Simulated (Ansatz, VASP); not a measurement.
## HC20: VASP beside Ansatz

```
CELL_PARAMETERS angstrom
4.92920 0.00000 0.00000
0.00000 6.80541 0.00000
0.00000 0.00000 22.23466
ATOMIC_POSITIONS crystal
C 0.31229 0.25001 0.17990
C 0.81229 0.25001 0.17990
C 0.06226 0.25001 0.21191
C 0.56226 0.25001 0.21191
C 0.18720 0.74999 0.22791
C 0.68720 0.74999 0.22791
C 0.43717 0.74999 0.25992
C 0.93717 0.74999 0.25992
C 0.06211 0.25001 0.27592
C 0.56211 0.25001 0.27592
C 0.31204 0.25001 0.30710
C 0.81204 0.25001 0.30710
C 0.43711 0.74999 0.33093
C 0.93711 0.74999 0.33093
C 0.18666 0.74999 0.35655
C 0.68666 0.74999 0.35655
C 0.31195 0.25001 0.37405
C 0.81195 0.25001 0.37405
C 0.06217 0.25002 0.40183
C 0.56217 0.25002 0.40183
H 0.22883 0.41668 0.51427
```

Alike in both runs: task single point; functional PBE; dispersion D3(BJ); k mesh 6 × 4 × 1; occupations gaussian, width 0.1 eV; no spin polarisation.

```csv
,VASP,Ansatz
version,VASP 6.6.1,Ansatz 0.2.0
potentials or method,"VASP PAW PBE potentials, release 64 (C, H), cutoff 520 eV","scalar-relativistic, plane waves, PAW"
valence electrons in the cell,81,81
```

```tsv
	VASP	Ansatz	Ansatz less VASP
gap on the k mesh at the Fermi level (eV)	none	none	-
rms of the force components (eV/Å)	1.129	1.137	+0.0075
work function, face that differs most (eV)	6.66	6.66	+0.002
```

Atom by atom the forces differ by 0.013 eV/Å (rms over components). A gap of «none» marks a metal or a gap that the smearing closes.
